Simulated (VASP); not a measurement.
Input of a VASP 6.6.1 run:

File INCAR:

```
SYSTEM = NaI
ALGO = Normal
EDIFF = 1E-6
ENCUT = 500
GGA = PE
GGA_COMPAT = .FALSE.
ISIF = 2
ISMEAR = 0
LASPH = .TRUE.
LCHARG = .FALSE.
LREAL = .FALSE.
LWAVE = .FALSE.
NBANDS = 14
NELM = 120
PREC = Accurate
SIGMA = 0.01
```

The input KPOINTS:

```
k-points
0
G
  2 2 2
  0 0 0
```

POSCAR

```
NaI
1.0
    0.0000000000      2.8366648300      2.8366648300
    2.8366648300      0.0000000000      2.8366648300
    2.8366648300      2.8366648300      0.0000000000
Na I
1 1
Direct
    0.0000000000      0.0000000000      0.0000000000
    0.5000000000      0.5000000000      0.5000000000
```

Potentials or basis: VASP PAW PBE potentials, release 64 (Na_pv, I).

The run is started by

```sh
$ cat potpaw_PBE.64/Na_pv/POTCAR potpaw_PBE.64/I/POTCAR > POTCAR
$ mpirun -np 1 vasp_std > vasp.out
```

Problem. What does it give for the pressure?

Solution. 24.0 GPa.

Problem. Predict the band gap on the k mesh.

Solution. 4.33 eV, indirect (least direct gap 5.13 eV).

Caveat: the k points lie up to 0.96 Å⁻¹ apart; spin-orbit coupling is left out, which moves the levels of the heavy elements. A k mesh can miss the band edges.
